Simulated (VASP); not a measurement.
Wanted: the native input for a VASP 6.6.1 run.

```yaml
Task: single point
Functional: PBE
Potentials_or_basis: VASP PAW PBE potentials, release 64 (Mg, Cd, Te)
Cutoff: 520 eV
k_mesh: 8 × 8 × 8
Occupations: gaussian, width 0.1 eV
Spin: no spin polarisation
Dipole_correction: no
Further_INCAR_settings: ALGO = Normal; EDIFF = 1e-06; NBANDS = 24
```

The structure of MgCdTe3 lies in POSCAR:

```
MgCdTe3
1.0
    5.5022345559      0.0000000000      0.0000000000
    0.0000000000      5.5022345559      0.0000000000
    0.0000000000      0.0000000000      5.5022345559
Mg Cd Te
1 1 3
Direct
    0.5000000000      0.5000000000      0.5000000000
    0.0000000000      0.0000000000      0.0000000000
    0.0000000000      0.5000000000      0.5000000000
    0.5000000000      0.0000000000      0.5000000000
    0.5000000000      0.5000000000      0.0000000000
```

These files were run (other wordings do the same):

INCAR

```
  PREC = Accurate
  ENCUT = 520
  EDIFF = 1E-6
  ISMEAR = 0
  SIGMA = 0.1
  LREAL = F
  LASPH = T
  NELM = 80
  ALGO = Normal
  ISIF = 2
  LWAVE = F
  LCHARG = T
  GGA = PE
  LELF = T
  LVHAR = T
  NBANDS = 24
```

KPOINTS

```
Automatic mesh
0
Gamma
  8 8 8
```

Potentials or basis: VASP PAW PBE potentials, release 64 (Mg, Cd, Te).

Command:

```bash
$ cat potpaw_PBE.64/Mg/POTCAR potpaw_PBE.64/Cd/POTCAR potpaw_PBE.64/Te/POTCAR > POTCAR
$ mpirun -np 1 vasp_std > vasp.out
```

Results of the run:

```yaml
Pressure: 0.0 GPa
Band_gap_on_the_k_mesh: zero (band 16 reaches 4.02 eV, above the bottom of band 17 at 2.89 eV)
```

Caveat: spin-orbit coupling is left out, which moves the levels of the heavy elements.

Wall time 56 s on 1 thread of Intel(R) Xeon(R) 6975P-C (Granite Rapids), with other jobs on the host, peak memory 0.35 GiB.
